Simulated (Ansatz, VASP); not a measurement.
**Two plane-wave programs on Si**

Contents of INCAR:

```
  ALGO = Normal
  EDIFF = 1E-7
  ENCUT = 520
  GGA = PS
  ISIF = 2
  ISMEAR = 0
  LASPH = T
  LCHARG = F
  LREAL = F
  LWAVE = F
  NBANDS = 16
  NELM = 60
  PREC = Accurate
  SIGMA = 0.02
```

KPOINTS

```
k-points
0
Gamma
  10 10 8
```

File POSCAR:

```
Si
1.0
    2.6082403982      2.6082403982      0.0000000000
   -2.6082403982      2.6082403982      0.0000000000
    0.0000000000      0.0000000000      5.2164807965
Si
4
Direct
    0.0000000000      0.5000000000      0.2500000000
    0.0000000000      0.0000000000      0.5000000000
    0.5000000000      0.0000000000      0.7500000000
    0.5000000000      0.5000000000      0.0000000000
```

Input for Ansatz:

```yaml
crystal:
  lattice:
    - [2.6082403982, 2.6082403982, 0.0]
    - [-2.6082403982, 2.6082403982, 0.0]
    - [0.0, 0.0, 5.2164807965]
  atoms:
    - { symbol: Si, position: [0.0, 0.5, 0.25] }
    - { symbol: Si, position: [0.0, 0.0, 0.5] }
    - { symbol: Si, position: [0.5, 0.0, 0.75] }
    - { symbol: Si, position: [0.5, 0.5, 0.0] }
basis:
  ecutwfc: 420
kpoints:
  mp_grid: { grid: [10, 10, 8] }
  band_path: { path: [VBM, CBM], npoints: 2 }
hamiltonian:
  xc: pbesol
scf:
  occupations: { method: gaussian, width: 0.02 }
output:
  forces: true
  stress: true
  eigenvalues: true
checkpoint:
  read: start.run
  write: ck
  compress: false
  write_wavefunctions: false
  write_every: 100000
```

Alike in both runs: task single point; functional PBEsol; k mesh 10 × 10 × 8; occupations gaussian, width 0.02 eV; no spin polarisation.

|  | VASP | Ansatz |
| --- | --- | --- |
| version | VASP 6.6.1 | Ansatz 0.2.0 |
| potentials or method | VASP PAW PBE potentials, release 64 (Si), cutoff 520 eV | scalar-relativistic, plane waves, PAW |
| valence electrons in the cell | 16 | 16 |

VASP gave:

| Property | Result |
| --- | --- |
| gap on the k mesh at the Fermi level (eV) | 0.21 |
| least direct gap on the mesh (eV) | 0.32 |
| pressure (GPa) | 15.0 |

Estimate Ansatz's values.

gap on the k mesh at the Fermi level (eV): 0.22; least direct gap on the mesh (eV): 0.33; pressure (GPa): 14.8.

VASP's potentials were made for PBE, not for PBEsol.
